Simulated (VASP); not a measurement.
# C (P6_3/mmc) in VASP: further runs

The runs below take C through single point, relaxation of cell and atoms, with PBE.

Program: VASP 6.6.1. These are calculated values, not measurements. Logs are shortened: lines on timing, memory, paths and dates and some standing lists are left out, and cuts for length are marked.

### Step 1. The cell of the first run

The structure is hexagonal, space group P6_3/mmc (No. 194). The conventional cell has a = 2.512 Å, b = 2.512 Å, c = 4.180 Å, α = 90.00°, β = 90.00°, γ = 120.00°. C (site symmetry 3m) has 4 C at 1.54 to 1.57 Å within 2.1 Å.

### Step 2. Single point, PBE

INCAR

```
PREC = Accurate
ENCUT = 520
EDIFF = 1E-6
ISMEAR = 0
SIGMA = 0.02
LREAL = False
LASPH = True
NELM = 80
ALGO = Normal
ISIF = 2
LWAVE = False
LCHARG = False
GGA = PE
NBANDS = 16
```

KPOINTS

```
Automatic mesh
0
Gamma
  12 12 6
```

POSCAR

```
C
1.0
    2.5115253329      0.0000000000      0.0000000000
   -1.2557626665      2.1750447405      0.0000000000
    0.0000000000      0.0000000000      4.1804313067
C
4
Direct
    0.3333333333      0.6666666667      0.0627355063
    0.6666666667      0.3333333333      0.5627355063
    0.3333333333      0.6666666667      0.4372644937
    0.6666666667      0.3333333333      0.9372644937
```

Potentials or basis: VASP PAW PBE potentials, release 64 (C).

Run with:

```console
> cat potpaw_PBE.64/C/POTCAR > POTCAR
> mpirun -np 1 vasp_std > vasp.out
```

OUTCAR:

```text
PREC = Accurate
   ENCUT = 520
   EDIFF = 1E-6
   ISMEAR = 0
   LREAL = False
   LASPH = True
   NELM = 80
   ISIF = 2
   GGA = PE

 ion  position               nearest neighbor table
   1  0.333  0.667  0.063-   4 1.54   4 1.54   4 1.54   3 1.57
   2  0.667  0.333  0.563-   3 1.54   3 1.54   3 1.54   4 1.57
   3  0.333  0.667  0.437-   2 1.54   2 1.54   2 1.54   1 1.57
   4  0.667  0.333  0.937-   1 1.54   1 1.54   1 1.54   2 1.57

  LATTYP: Found a hexagonal cell.
 ALAT       =     2.5115253329
 C/A-ratio  =     1.6644989608

  Lattice vectors:

 A1 = (   2.5115253329,   0.0000000000,   0.0000000000)
 A2 = (  -1.2557626665,   2.1750447405,   0.0000000000)
 A3 = (   0.0000000000,   0.0000000000,   4.1804313067)

Analysis of symmetry for initial positions (statically):
=====================================================================
 Subroutine PRICEL returns:
 Original cell was already a primitive cell.

 Routine SETGRP: Setting up the symmetry group for a
 hexagonal supercell.

 Subroutine GETGRP returns: Found 24 space group operations
 (whereof 12 operations were pure point group operations)
 out of a pool of 24 trial point group operations.

The static configuration has the point symmetry D_3d.
 The point group associated with its full space group is D_6h.

Analysis of symmetry for dynamics (positions and initial velocities):
=====================================================================
 Subroutine PRICEL returns:
 Original cell was already a primitive cell.

 Routine SETGRP: Setting up the symmetry group for a
 hexagonal supercell.

 Subroutine GETGRP returns: Found 24 space group operations
 (whereof 12 operations were pure point group operations)
 out of a pool of 24 trial point group operations.

The dynamic configuration has the point symmetry D_3d.
 The point group associated with its full space group is D_6h.

 Subroutine INISYM returns: Found 24 space group operations
 (whereof 12 operations are pure point group operations),
 and found     1 'primitive' translations

----------------------------------------------------------------------------------------

                                     Primitive cell

  volume of cell :      22.8364

  direct lattice vectors                    reciprocal lattice vectors
     2.511525333  0.000000000  0.000000000     0.398164409  0.229880329  0.000000000
    -1.255762666  2.175044741  0.000000000     0.000000000  0.459760658  0.000000000
     0.000000000  0.000000000  4.180431307     0.000000000  0.000000000  0.239209767

  length of vectors
     2.511525333  2.511525333  4.180431307     0.459760658  0.459760658  0.239209767

  position of ions in fractional coordinates (direct lattice)
     0.333333333  0.666666667  0.062735506
     0.666666667  0.333333333  0.562735506
     0.333333333  0.666666667  0.437264494
     0.666666667  0.333333333  0.937264494

  ion indices of the primitive-cell ions
   primitive index   ion index
                 1           1
                 2           2
                 3           3
                 4           4

----------------------------------------------------------------------------------------

 KPOINTS: Automatic mesh

Automatic generation of k-mesh.
 Grid dimensions read from file:
 generate k-points for:   12   12    6

 Generating k-lattice:

  Cartesian coordinates                     Fractional coordinates (reciprocal lattice)
     0.033180367  0.019156694  0.000000000     0.083333333  0.000000000  0.000000000
     0.000000000  0.038313388  0.000000000     0.000000000  0.083333333  0.000000000
     0.000000000  0.000000000  0.039868295     0.000000000  0.000000000  0.166666667

  Length of vectors
     0.038313388  0.038313388  0.039868295

  Shift w.r.t. Gamma in fractional coordinates (k-lattice)
     0.000000000  0.000000000  0.000000000

 Subroutine IBZKPT returns following result:
 ===========================================

 Found     76 irreducible k-points:

 Following reciprocal coordinates:
            Coordinates               Weight
  0.000000  0.000000  0.000000      1.000000
  0.083333 -0.000000  0.000000      6.000000
  0.166667 -0.000000  0.000000      6.000000
  0.250000  0.000000  0.000000      6.000000
  0.333333  0.000000  0.000000      6.000000
  0.416667 -0.000000  0.000000      6.000000
[... 16 lines left out ...]
  0.250000  0.000000  0.166667     12.000000
  0.333333  0.000000  0.166667     12.000000
 [... further k-points ...]
   k-points           NKPTS =     76   k-points in BZ     NKDIM =     76   number of bands    NBANDS=     16
   number of dos      NEDOS =    301   number of ions     NIONS =      4
   total plane-waves  NPLWV =  12800
   dimension x,y,z NGX =    20 NGY =   20 NGZ =   32
   dimension x,y,z NGXF=    40 NGYF=   40 NGZF=   64
   ions per type =               4
   NGX,Y,Z   is equivalent  to a cutoff of  13.24, 13.24, 12.73 a.u.
   NGXF,Y,Z  is equivalent  to a cutoff of  26.48, 26.48, 25.45 a.u.
 SYSTEM =  unknown system
   PREC   = accura    normal or accurate (medium, high low for compatibility)
   ISTART =      0    job   : 0-new  1-cont  2-samecut
   ICHARG =      2    charge: 1-file 2-atom 10-const
   ISPIN  =      1    spin polarized calculation?
   LNONCOLLINEAR =      F non collinear calculations
   LSORBIT =      F    spin-orbit coupling
   LASPH  =      T    aspherical Exc in radial PAW
   ENCUT  =  520.0 eV  38.22 Ry    6.18 a.u.   4.67  4.67  7.77*2*pi/ulx,y,z
   NELM   =     80;   NELMIN=  2; NELMDL= -5     # of ELM steps
   EDIFF  = 0.1E-05   stopping-criterion for ELM
   LREAL  =      F    real-space projection
   EDIFFG = 0.1E-04   stopping-criterion for IOM
   NSW    =      0    number of steps for IOM
   IBRION =     -1    ionic relax: 0-MD 1-quasi-New 2-CG
   NFREE  =      0    steps in history (QN), initial steepest desc. (CG)
   ISIF   =      2    stress and relaxation
   ISYM   =      2    0-nonsym 1-usesym 2-fastsym
   POTIM  = 0.5000    time-step for ionic-motion
   TEBEG  =    0.0;   TEEND  =   0.0 temperature during run
   PSTRESS=    0.0 pullay stress
   NELECT =      16.0000    total number of electrons
   NUPDOWN=      -1.0000    fix difference up-down
   EMIN   =  10.00;   EMAX   =-10.00  energy-range for DOS
   EFERMI =   0.00;   METHOD = LEGACY
   ISMEAR =     0;   SIGMA  =   0.02  broadening in eV -4-tet -1-fermi 0-gaus
   EFERMI_NEDOS =   21; number of points for ismear=-14 and -15
   IALGO  =     38    algorithm
   IMIX   =      4    mixing-type and parameters
     AMIX     =   0.40;   BMIX     =  1.00
     AMIX_MAG =   1.60;   BMIX_MAG =  1.00
  volume/ion in A,a.u.               =       5.71        38.53
  Fermi-wavevector in a.u.,A,eV,Ry     =   1.454027  2.747713 28.765372  2.114195
  Thomas-Fermi vector in A             =   2.571225
   LORBIT       =      0    0 simple, 1 ext, 2 COOP (PROOUT), +10 PAW based schemes
   GGA     = PE    functional components
   LHFCALC =     F    Hartree Fock is set to
   AEXX    =    0.0000 exact exchange contribution
   IVDW    =     0    specifies the selected vdW correction
   LEPSILON=     F    determine dielectric tensor
   LRPA    =     F    only Hartree local field effects (RPA)
 non-spin polarized calculation
 Gauss-broadening in eV      SIGMA  =   0.02
  energy-cutoff  :      520.00
  volume of cell :       22.84
 maximum number of plane-waves:       640
 NGX is ok and might be reduce to    20
   NGX =  9   NGY =  9   NGZ = 15

 number of electron      16.0000000 magnetization

 Free energy of the ion-electron system (eV)
  ---------------------------------------------------
  ext. energy  EPLUGINS =         0.00000000
  ---------------------------------------------------
  free energy    TOTEN  =       -36.27313001 eV

  energy without entropy =      -36.27313001  energy(sigma->0) =      -36.27313001

 E-fermi :  10.0789     XC(G=0): -13.2128

 val. band max:        9.9192612447   @ k =   0.0000   0.0000   0.0000
 cond. band min:      13.2606951498   @ k =   0.3333   0.3333   0.0000
 fundamental gap:      3.3414339051
 Fermi energy:        10.0788581306

 k-point     1 :       0.0000    0.0000    0.0000
  band No.  band energies     occupation
      1     -11.7765      2.00000
      2      -6.2394      2.00000
      3      -3.6890      2.00000
      4       6.8583      2.00000
      5       6.8583      2.00000
      6       9.4474      2.00000
[... 8 lines left out ...]
     15      23.8361      0.00000
     16      27.5102      0.00000

 k-point     2 :       0.0833   -0.0000    0.0000
  band No.  band energies     occupation
      1     -11.6046      2.00000
      2      -6.0841      2.00000
      3      -3.5291      2.00000
      4       6.0031      2.00000
      5       6.5064      2.00000
      6       9.1934      2.00000
[... 8 lines left out ...]
     15      24.0464      0.00000
     16      27.2914      0.00000

 k-point     3 :       0.1667   -0.0000    0.0000
  band No.  band energies     occupation
      1     -11.0908      2.00000
      2      -5.6204      2.00000
      3      -3.0620      2.00000
      4       4.0027      2.00000
      5       5.7033      2.00000
      6       7.4884      2.00000
[... 8 lines left out ...]
     15      24.6909      0.00000
     16      25.1202      0.00000

 k-point     4 :       0.2500    0.0000    0.0000
  band No.  band energies     occupation
      1     -10.2425      2.00000
      2      -4.8533      2.00000
      3      -2.3451      2.00000
      4       1.6442      2.00000
      5       4.8328      2.00000
      6       5.4086      2.00000
[... 8 lines left out ...]
     15      24.6474      0.00000
     16      25.2644      0.00000

 k-point     5 :       0.3333    0.0000    0.0000
  band No.  band energies     occupation
      1      -9.0775      2.00000
      2      -3.7958      2.00000
      3      -1.8556      2.00000
      4      -0.2616      2.00000
      5       3.2740      2.00000
      6       4.1169      2.00000
[... 8 lines left out ...]
     15      24.7523      0.00000
     16      26.2236      0.00000

 k-point     6 :       0.4167   -0.0000    0.0000
  band No.  band energies     occupation
      1      -7.6559      2.00000
      2      -3.4024      2.00000
      3      -2.4892      2.00000
      4       0.1580      2.00000
      5       1.2747      2.00000
      6       3.6582      2.00000
[... 8 lines left out ...]
     15      25.9462      0.00000
     16      27.9135      0.00000

 k-point     7 :       0.5000    0.0000    0.0000
  band No.  band energies     occupation
      1      -6.5533      2.00000
      2      -4.7254      2.00000
      3      -1.4036      2.00000
      4      -0.0488      2.00000
      5       0.7184      2.00000
      6       3.5012      2.00000
[... 8 lines left out ...]
     15      26.3784      0.00000
     16      28.3903      0.00000

 k-point     8 :       0.0833    0.0833    0.0000
  band No.  band energies     occupation
      1     -11.2618      2.00000
      2      -5.7747      2.00000
      3      -3.2153      2.00000
      4       4.7288      2.00000
      5       5.7555      2.00000
      6       8.0892      2.00000
[... 8 lines left out ...]
     15      24.4931      0.00000
     16      26.1954      0.00000

 k-point     9 :       0.1667    0.0833    0.0000
  band No.  band energies     occupation
      1     -10.5805      2.00000
      2      -5.1592      2.00000
      3      -2.6175      2.00000
      4       2.7414      2.00000
      5       4.6814      2.00000
      6       6.3617      2.00000
[... 8 lines left out ...]
     15      24.8291      0.00000
     16      25.3263      0.00000
[... 172 lines left out ...]
 k-point    19 :       0.3333    0.3333    0.0000
  band No.  band energies     occupation
      1      -4.6700      2.00000
      2      -4.6700      2.00000
      3      -1.1179      2.00000
      4       0.2398      2.00000
      5       0.2398      2.00000
      6       2.7627      2.00000
[... 8 lines left out ...]
     15      25.3887      0.00000
     16      25.3887      0.00000

 k-point    20 :       0.0000    0.0000    0.1667
  band No.  band energies     occupation
      1     -11.5896      2.00000
      2      -7.3314      2.00000
      3      -2.2792      2.00000
      4       7.0045      2.00000
      5       7.0045      2.00000
      6       8.2465      2.00000
[... 8 lines left out ...]
     15      23.9579      0.00000
     16      27.1198      0.00000

 k-point    21 :       0.0833   -0.0000    0.1667
  band No.  band energies     occupation
      1     -11.4180      2.00000
      2      -7.1699      2.00000
      3      -2.1304      2.00000
      4       6.1528      2.00000
      5       6.6552      2.00000
      6       8.1042      2.00000
[... 8 lines left out ...]
     15      24.1087      0.00000
     16      26.7792      0.00000

 k-point    22 :       0.1667   -0.0000    0.1667
  band No.  band energies     occupation
      1     -10.9051      2.00000
      2      -6.6879      2.00000
      3      -1.6976      2.00000
      4       4.1638      2.00000
      5       5.8570      2.00000
      6       6.9557      2.00000
[... 8 lines left out ...]
     15      24.5669      0.00000
     16      25.2979      0.00000

 k-point    23 :       0.2500    0.0000    0.1667
  band No.  band energies     occupation
      1     -10.0582      2.00000
      2      -5.8947      2.00000
      3      -1.0601      2.00000
      4       1.8446      2.00000
      5       4.8490      2.00000
      6       4.9903      2.00000
[... 8 lines left out ...]
     15      23.8096      0.00000
     16      25.3830      0.00000

 k-point    24 :       0.3333    0.0000    0.1667
  band No.  band energies     occupation
      1      -8.8956      2.00000
      2      -4.8144      2.00000
      3      -1.1820      2.00000
      4       0.4874      2.00000
      5       2.6763      2.00000
      6       4.2767      2.00000
[... 8 lines left out ...]
     15      24.3130      0.00000
     16      26.7872      0.00000

 [... further k-points ...]
[... 5 lines left out ...]
  --------------------------------------------------------------------------------------
  -------------------------------------------------------------------------------------
  Total        0.1006870      0.1006870      0.0765456     -0.0000000      0.0000000      0.0000000
  in kB        7.0641027      7.0641027      5.3703645     -0.0000000      0.0000000      0.0000000
  external PRESSURE =       6.4995233 kB  Pullay stress =       0.0000000 kB

 VOLUME and BASIS-vectors are now :
 -----------------------------------------------------------------------------
  energy-cutoff  :      520.00
  volume of cell :       22.84
      direct lattice vectors                 reciprocal lattice vectors
     2.511525333  0.000000000  0.000000000     0.398164409  0.229880329  0.000000000
    -1.255762666  2.175044741  0.000000000     0.000000000  0.459760658  0.000000000
     0.000000000  0.000000000  4.180431307     0.000000000  0.000000000  0.239209767

 POSITION                                       TOTAL-FORCE (eV/Angst)
 -----------------------------------------------------------------------------------
     -0.00000      1.45003      0.26226         0.000000     -0.000000      0.002837
      1.25576      0.72501      2.35248        -0.000000      0.000000      0.002837
     -0.00000      1.45003      1.82795         0.000000     -0.000000     -0.002837
      1.25576      0.72501      3.91817        -0.000000      0.000000     -0.002837
 -----------------------------------------------------------------------------------
    total drift:                               -0.000000      0.000000      0.000000

  FREE ENERGIE OF THE ION-ELECTRON SYSTEM (eV)
  ---------------------------------------------------
  free  energy   TOTEN  =       -36.2731300055 eV

  energy  without entropy=      -36.2731300055  energy(sigma->0) =      -36.27313001
```

Run time: 18 s. Hardware: 1 thread of AMD EPYC 7R43 (Zen 3), shared host; peak memory 0.11 GiB.

Results:

```
Free energy            : -36.2731 eV
Pressure               : 0.6 GPa
Band gap on the k mesh : 3.34 eV (least direct gap 4.96 eV)
```

Forces in eV/Å, atoms in the order of the input:
```
C    0.000  0.000  0.003
C    0.000  0.000  0.003
C    0.000  0.000 -0.003
C    0.000  0.000 -0.003
```

Levels at points of the mesh, in eV from the valence-band top:
```tsv
k point	band 5	band 6	band 7	band 8	band 9	band 10	band 11	band 12
(0.00, 0.00, 0.00)	-3.06	-0.47	0.00	0.00	4.96	4.96	5.33	8.05
(0.50, 0.00, 0.00)	-9.20	-6.42	-5.90	-3.12	4.48	8.08	8.28	8.36
(0.00, 0.00, 0.50)	-1.83	-1.83	-1.83	-1.83	7.23	7.23	7.23	7.23
(0.50, 0.00, 0.50)	-5.06	-5.06	-4.79	-4.79	5.87	5.87	6.49	6.49
```

A k mesh can miss the band edges.

### Step 3. Relaxation of cell and atoms, PBE

INCAR

```
SYSTEM = C
  PREC = Accurate
  ENCUT = 600
  EDIFF = 1E-6
  ISMEAR = 0
  SIGMA = 0.02
  LREAL = .FALSE.
  LASPH = .TRUE.
  NELM = 60
  ALGO = Normal
  ISIF = 3
  LWAVE = .FALSE.
  LCHARG = .FALSE.
  GGA = PE
  IBRION = 2
  NSW = 100
  EDIFFG = -0.01
```

KPOINTS

```
regular mesh
0
G
  12 12 6
  0 0 0
```

POSCAR

```
C
1.0
    2.5115810107      0.0000000000      0.0000000000
   -1.2557905054      2.1750929589      0.0000000000
    0.0000000000      0.0000000000      4.1801788154
C
4
Direct
    0.3333333333      0.6666666667      0.0627286080
    0.6666666667      0.3333333333      0.5627286080
    0.3333333333      0.6666666667      0.4372713920
    0.6666666667      0.3333333333      0.9372713920
```

Potentials or basis: VASP PAW PBE potentials, release 64 (C).

Run with:

```console
> cat potpaw_PBE.64/C/POTCAR > POTCAR
> mpirun -np 1 vasp_std > vasp.out
```

It took 19 s on 1 thread of AMD EPYC 7R43 (Zen 3), shared host; peak memory 0.11 GiB.

Results (log left out):

```yaml
Free_energy: -36.2824 eV
Pressure_after_relaxing: 0.0 GPa
Largest_force_after_relaxing: 0.005 eV/Å
Band_gap_on_the_k_mesh: 3.34 eV (least direct gap 4.96 eV)
```

Forces on the atoms (eV/Å):
```
C    0.000  0.000  0.005
C    0.000  0.000  0.005
C    0.000  0.000 -0.005
C    0.000  0.000 -0.005
```

Final structure:
```yaml
crystal:
  lattice:
    - [2.51158, 0.00000, 0.00000]
    - [-1.25579, 2.17509, 0.00000]
    - [0.00000, 0.00000, 4.18018]
  atoms:
    - { symbol: C, position: [0.33333, 0.66667, 0.06273] }
    - { symbol: C, position: [0.66667, 0.33333, 0.56273] }
    - { symbol: C, position: [0.33333, 0.66667, 0.43727] }
    - { symbol: C, position: [0.66667, 0.33333, 0.93727] }
```

Levels at points of the mesh, in eV from the valence-band top:
```
           k point  band 4  band 5  band 6  band 7  band 8  band 9  band 10  band 11  band 12
(0.00, 0.00, 0.00)   -3.06   -3.06   -0.47    0.00    0.00    4.96     4.96     5.33     8.05
(0.50, 0.00, 0.00)   -9.97   -9.20   -6.42   -5.90   -3.12    4.48     8.09     8.28     8.36
(0.00, 0.00, 0.50)   -7.00   -1.83   -1.83   -1.83   -1.83    7.23     7.23     7.23     7.25
(0.50, 0.00, 0.50)  -12.93   -5.06   -5.06   -4.79   -4.79    5.87     5.87     6.49     6.49
```

Caveat: the relaxation stopped at its first step, so nothing moved. A k mesh can miss the band edges.
